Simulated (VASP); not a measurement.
# Mo (P6_3/mmc) in VASP: further runs

Mo is run at these levels: PBEsol; tasks: relaxation of cell and atoms, single point.

Everything below comes from runs of VASP 6.6.1. Logs are shortened: lines on timing, memory, paths and dates and some standing lists are left out, and cuts for length are marked.

## (1) The cell of the first run

Symmetry: P6_3/mmc, No. 194, hexagonal system. The conventional cell has a = 2.730 Å, b = 2.730 Å, c = 14.517 Å, α = 90.00°, β = 90.00°, γ = 120.00°. Within 3.6 Å of Mo (site symmetry -6m2) lie 12 Mo at 2.73 to 2.89 Å. Mo (site symmetry 3m) has 12 Mo at 2.73 to 2.89 Å within 3.6 Å.

This isn't the form of Mo at room conditions, which is bcc.

## (2) Relaxation of cell and atoms, PBEsol

File INCAR:

```
  PREC = Accurate
  ENCUT = 600
  EDIFF = 1E-6
  ISMEAR = 0
  SIGMA = 0.1
  LREAL = F
  LASPH = T
  NELM = 80
  ALGO = Fast
  ISIF = 3
  LWAVE = F
  LCHARG = F
  GGA = PS
  IBRION = 2
  NSW = 65
  EDIFFG = -0.01
```

File KPOINTS:

```
Automatic mesh
0
Gamma
  18 18 4
```

File POSCAR:

```
Mo
1.0
    2.7300657465      0.0000000000      0.0000000000
   -1.3650328733      2.3643062905      0.0000000000
    0.0000000000      0.0000000000     14.5167385663
Mo
6
Direct
    0.0000000000      0.0000000000      0.0000000000
    0.3333333333      0.6666666667      0.1666666667
    0.6666666667      0.3333333333      0.3333333333
    0.0000000000      0.0000000000      0.5000000000
    0.6666666667      0.3333333333      0.6666666667
    0.3333333333      0.6666666667      0.8333333333
```

Potentials or basis: VASP PAW PBE potentials, release 64 (Mo_sv).

The run is started by

```console
$ cat potpaw_PBE.64/Mo_sv/POTCAR > POTCAR
$ mpirun -np 1 vasp_std > vasp.out
```

OUTCAR:

```text
PREC = Accurate
   ENCUT = 600
   EDIFF = 1E-6
   ISMEAR = 0
   LREAL = F
   LASPH = T
   NELM = 80
   ISIF = 3
   GGA = PS
   IBRION = 2
   NSW = 65
   EDIFFG = -0.01

 ion  position               nearest neighbor table
   1  0.000  0.000  0.000-   2 2.89   6 2.89   2 2.89   6 2.89   2 2.89   6 2.89
   2  0.333  0.667  0.167-   3 2.89   3 2.89   3 2.89   1 2.89   1 2.89   1 2.89
   3  0.667  0.333  0.333-   2 2.89   2 2.89   2 2.89   4 2.89   4 2.89   4 2.89
   4  0.000  0.000  0.500-   3 2.89   5 2.89   3 2.89   5 2.89   3 2.89   5 2.89
   5  0.667  0.333  0.667-   6 2.89   6 2.89   6 2.89   4 2.89   4 2.89   4 2.89
   6  0.333  0.667  0.833-   5 2.89   5 2.89   5 2.89   1 2.89   1 2.89   1 2.89

  LATTYP: Found a hexagonal cell.
 ALAT       =     2.7300657465
 C/A-ratio  =     5.3173585966

  Lattice vectors:

 A1 = (   2.7300657465,   0.0000000000,   0.0000000000)
 A2 = (  -1.3650328733,   2.3643062905,   0.0000000000)
 A3 = (   0.0000000000,   0.0000000000,  14.5167385663)

Analysis of symmetry for initial positions (statically):
=====================================================================
 Subroutine PRICEL returns:
 Original cell was already a primitive cell.

 Routine SETGRP: Setting up the symmetry group for a
 hexagonal supercell.

 Subroutine GETGRP returns: Found 24 space group operations
 (whereof 12 operations were pure point group operations)
 out of a pool of 24 trial point group operations.

The static configuration has the point symmetry D_3h.
 The point group associated with its full space group is D_6h.

Analysis of symmetry for dynamics (positions and initial velocities):
=====================================================================
 Subroutine PRICEL returns:
 Original cell was already a primitive cell.

 Routine SETGRP: Setting up the symmetry group for a
 hexagonal supercell.

 Subroutine GETGRP returns: Found 24 space group operations
 (whereof 12 operations were pure point group operations)
 out of a pool of 24 trial point group operations.

The dynamic configuration has the point symmetry D_3h.
 The point group associated with its full space group is D_6h.

 Subroutine INISYM returns: Found 24 space group operations
 (whereof 12 operations are pure point group operations),
 and found     1 'primitive' translations

----------------------------------------------------------------------------------------

                                     Primitive cell
[... 122 lines left out ...]
  Thomas-Fermi vector in A             =   2.679046
   LORBIT       =      0    0 simple, 1 ext, 2 COOP (PROOUT), +10 PAW based schemes
   GGA     = PS    functional components
   LHFCALC =     F    Hartree Fock is set to
   AEXX    =    0.0000 exact exchange contribution
   IVDW    =     0    specifies the selected vdW correction
   LEPSILON=     F    determine dielectric tensor
   LRPA    =     F    only Hartree local field effects (RPA)
 conjugate gradient relaxation of ions
 non-spin polarized calculation
 RMM-DIIS sequential band-by-band and
 Gauss-broadening in eV      SIGMA  =   0.10
  energy-cutoff  :      600.00
  volume of cell :       93.70
 maximum number of plane-waves:      3191
 NGX is ok and might be reduce to    24

--------------------------------------- Ionic step        1  -------------------------------------------

 number of electron      83.9999997 magnetization

 Free energy of the ion-electron system (eV)
  ---------------------------------------------------
  ext. energy  EPLUGINS =         0.00000000
  ---------------------------------------------------
  free energy    TOTEN  =       -68.07354816 eV

  energy without entropy =      -68.03925684  energy(sigma->0) =      -68.05640250

------------------------ aborting loop because EDIFF is reached ----------------------------------------

  FORCE on cell =-STRESS in cart. coord.  units (eV):
  Direction    XX          YY          ZZ          XY          YZ          ZX
  --------------------------------------------------------------------------------------
  -------------------------------------------------------------------------------------
  Total        1.2643132      1.2643132     -1.6925227     -0.0000000      0.0000000      0.0000000
  in kB       21.6181921     21.6181921    -28.9400435     -0.0000000      0.0000000      0.0000000
  external PRESSURE =       4.7654469 kB  Pullay stress =       0.0000000 kB
[... 101 lines left out ...]
  FREE ENERGIE OF THE ION-ELECTRON SYSTEM (eV)
  ---------------------------------------------------
  free  energy   TOTEN  =       -68.0955886284 eV

  energy  without entropy=      -68.0603513128  energy(sigma->0) =      -68.07796997

[... ionic steps 4 to 8 ...]

--------------------------------------- Ionic step        9  -------------------------------------------

 number of electron      83.9999999 magnetization

------------------------ aborting loop because EDIFF is reached ----------------------------------------
[... 75 lines left out ...]
--------------------------------------- Ionic step       11  -------------------------------------------

 number of electron      83.9999999 magnetization

 Free energy of the ion-electron system (eV)
  ---------------------------------------------------
  ext. energy  EPLUGINS =         0.00000000
  ---------------------------------------------------
  free energy    TOTEN  =       -68.09994219 eV

  energy without entropy =      -68.06447792  energy(sigma->0) =      -68.08221006

 E-fermi :  12.1346     XC(G=0): -13.5228

 val. band max:       12.1284938949   @ k =   0.3333   0.0556   0.0000
 cond. band min:      12.1362503206   @ k =   0.2778   0.0556   0.2500
 fundamental gap:      0.0077564256
 Fermi energy:        12.1345527694

 k-point     1 :       0.0000    0.0000    0.0000
  band No.  band energies     occupation
      1     -48.5596      2.00000
      2     -48.5235      2.00000
      3     -48.4934      2.00000
      4     -48.4218      2.00000
      5     -48.3853      2.00000
      6     -48.3499      2.00000
[... 1261 lines left out ...]
     49      15.3992      0.00000
     50      15.6118      0.00000

 [... further k-points ...]

------------------------ aborting loop because EDIFF is reached ----------------------------------------

  FORCE on cell =-STRESS in cart. coord.  units (eV):
  Direction    XX          YY          ZZ          XY          YZ          ZX
  --------------------------------------------------------------------------------------
  -------------------------------------------------------------------------------------
  Total       -0.0080843     -0.0080843     -0.0281497      0.0000000      0.0000000     -0.0000000
  in kB       -0.1384106     -0.1384106     -0.4819493      0.0000000      0.0000000     -0.0000000
  external PRESSURE =      -0.2529235 kB  Pullay stress =       0.0000000 kB
[... 21 lines left out ...]
  FREE ENERGIE OF THE ION-ELECTRON SYSTEM (eV)
  ---------------------------------------------------
  free  energy   TOTEN  =       -68.0999421944 eV

  energy  without entropy=      -68.0644779200  energy(sigma->0) =      -68.08221006

 reached required accuracy - stopping structural energy minimisation
```

CONTCAR:

```text
Mo
   1.00000000000000
     2.7526582308001153   -0.0000000000004751    0.0000000000000000
    -1.3763291154508828    2.3838719558394623   -0.0000000000000000
    -0.0000000000000000    0.0000000000000000   14.2609513750067372
  Mo
     6
Direct
     0.0000000000000000    0.0000000000000000    0.0000000000000000
     0.3333333332999970    0.6666666667000030    0.1673402415019710
     0.6666666667000030    0.3333333332999970    0.3326597584980290
     0.0000000000000000    0.0000000000000000    0.5000000000000000
     0.6666666667000030    0.3333333332999970    0.6673402415019709
     0.3333333332999970    0.6666666667000030    0.8326597584980291

  0.00000000E+00  0.00000000E+00  0.00000000E+00
  0.00000000E+00  0.00000000E+00  0.00000000E+00
  0.00000000E+00  0.00000000E+00  0.00000000E+00
  0.00000000E+00  0.00000000E+00  0.00000000E+00
  0.00000000E+00  0.00000000E+00  0.00000000E+00
  0.00000000E+00  0.00000000E+00  0.00000000E+00
```

It took 1.8 h on 1 thread of Intel Xeon 8259CL, shared host; peak memory 0.57 GiB.

What came out:

* Free energy: -68.0999 eV
* Relaxed volume: 15.60 Å³/atom
* Relaxed cell: a = 2.753 Å, b = 2.753 Å, c = 14.261 Å, α = 90.00°, β = 90.00°, γ = 120.00°
* Space group after relaxing (to 0.1 Å): P6_3/mmc (No. 194)
* Energy gained by relaxing: 4.4 meV/atom
* Ionic steps: 11
* Pressure after relaxing: 0.0 GPa
* Band gap on the k mesh: zero (bands 42 and 43 overlap by 1.67 eV)

The path:
```tsv
step	energy change (eV)	largest force (eV/Å)	pressure (GPa)	volume (Å³)
1	0.0000	0.1646	0.48	93.70
2	-0.0217	0.0367	-1.95	94.31
3	-0.0220	0.0535	-1.65	94.24
4	-0.0132	0.0589	3.28	92.36
5	-0.0263	0.0159	0.07	93.55
6	-0.0263	0.0147	0.09	93.54
7	-0.0263	0.0134	0.18	93.52
8	-0.0262	0.0031	-0.40	93.71
9	-0.0264	0.0102	-0.01	93.58
10	-0.0264	0.0100	-0.03	93.59
11	-0.0264	0.0012	-0.03	93.58
```

Final structure:
```cif
data_structure
_symmetry_space_group_name_H-M 'P 1'
_symmetry_Int_Tables_number 1
_cell_length_a 2.7527
_cell_length_b 2.7527
_cell_length_c 14.2610
_cell_angle_alpha 90.000
_cell_angle_beta 90.000
_cell_angle_gamma 120.000
_cell_volume 93.58
loop_
_atom_site_label
_atom_site_type_symbol
_atom_site_fract_x
_atom_site_fract_y
_atom_site_fract_z
_atom_site_occupancy
Mo1 Mo 0.00000 0.00000 0.00000 1
Mo2 Mo 0.33333 0.66667 0.16734 1
Mo3 Mo 0.66667 0.33333 0.33266 1
Mo4 Mo 0.00000 0.00000 0.50000 1
Mo5 Mo 0.66667 0.33333 0.66734 1
Mo6 Mo 0.33333 0.66667 0.83266 1
```

Levels at points of the mesh, in eV from the Fermi level:
```tsv
k point	band 40	band 41	band 42	band 43	band 44	band 45
(0.00, 0.00, 0.00)	-0.60	-0.60	-0.55	-0.55	-0.34	-0.34
(0.50, 0.00, 0.00)	0.22	0.27	1.11	1.52	1.54	2.37
(0.00, 0.00, 0.50)	-0.50	-0.50	-0.50	-0.35	-0.35	-0.35
(0.50, 0.00, 0.50)	-0.08	0.40	0.40	1.23	1.23	2.82
```

Caveat: the PAW data sets were made with another functional, which shifts forces and pressure a little.

## (3) Single point, PBEsol

This run uses another cell than the first one: it holds 10 atoms, not 6.

File INCAR:

```
ALGO = Fast ; EDIFF = 1E-6
ENCUT = 520 ; GGA = PS
ISIF = 2 ; ISMEAR = 0
LASPH = T ; LCHARG = F
LREAL = F ; LWAVE = F
NBANDS = 81 ; NELM = 80
PREC = Accurate ; SIGMA = 0.1
```

File KPOINTS:

```
k-points
0
Gamma
  18 18 2
```

File POSCAR:

```
Mo
1.0
    2.7444679685      0.0000000000      0.0000000000
   -1.3722339843      2.3767789806      0.0000000000
    0.0000000000      0.0000000000     23.8870259916
Mo
10
Direct
    0.0000000000      0.0000000000      0.0001548534
    0.3333333333      0.6666666667      0.1000000000
    0.0000000000      0.0000000000      0.1998451466
    0.6666666667      0.3333333333      0.2995711318
    0.0000000000      0.0000000000      0.4004288682
    0.6666666667      0.3333333333      0.5001548534
    0.3333333333      0.6666666667      0.6000000000
    0.6666666667      0.3333333333      0.6998451466
    0.0000000000      0.0000000000      0.7995711318
    0.6666666667      0.3333333333      0.9004288682
```

Potentials or basis: VASP PAW PBE potentials, release 64 (Mo_sv).

The run is started by

```console
$ cat potpaw_PBE.64/Mo_sv/POTCAR > POTCAR
$ mpirun -np 1 vasp_std > vasp.out
```

It took 32 min on 1 thread of Oxide Virtual Turin-like, shared host; peak memory 0.62 GiB.

The run converged. Its results:

- Free energy: -113.4571 eV
- Pressure: 0.5 GPa
- Band gap on the k mesh: zero (bands 70 and 71 overlap by 1.47 eV)

Forces in eV/Å, atoms in the order of the input:
```
Mo   0.000  0.000  0.001
Mo   0.000  0.000  0.000
Mo   0.000  0.000 -0.001
Mo   0.000  0.000  0.002
Mo   0.000  0.000 -0.002
Mo   0.000  0.000  0.001
Mo   0.000  0.000  0.000
Mo   0.000  0.000 -0.001
Mo   0.000  0.000  0.002
Mo   0.000  0.000 -0.002
```

Stress tensor (GPa, compression positive):
```
0.53 0.00 0.00
0.00 0.53 0.00
0.00 0.00 0.42
```

Levels at points of the mesh, in eV from the Fermi level:
```csv
k point,band 67,band 68,band 69,band 70,band 71,band 72,band 73,band 74
"(0.00, 0.00, 0.00)",-0.60,-0.57,-0.57,-0.43,-0.43,-0.34,-0.34,-0.32
"(0.50, 0.00, 0.00)",0.33,0.46,0.60,0.63,0.73,1.72,1.89,1.94
"(0.00, 0.00, 0.50)",-0.59,-0.59,-0.59,-0.59,-0.40,-0.40,-0.40,-0.40
"(0.50, 0.00, 0.50)",0.11,0.11,1.00,1.00,1.23,1.23,1.54,1.54
```

Caveat: the PAW data sets were made with another functional, which shifts forces and pressure a little.
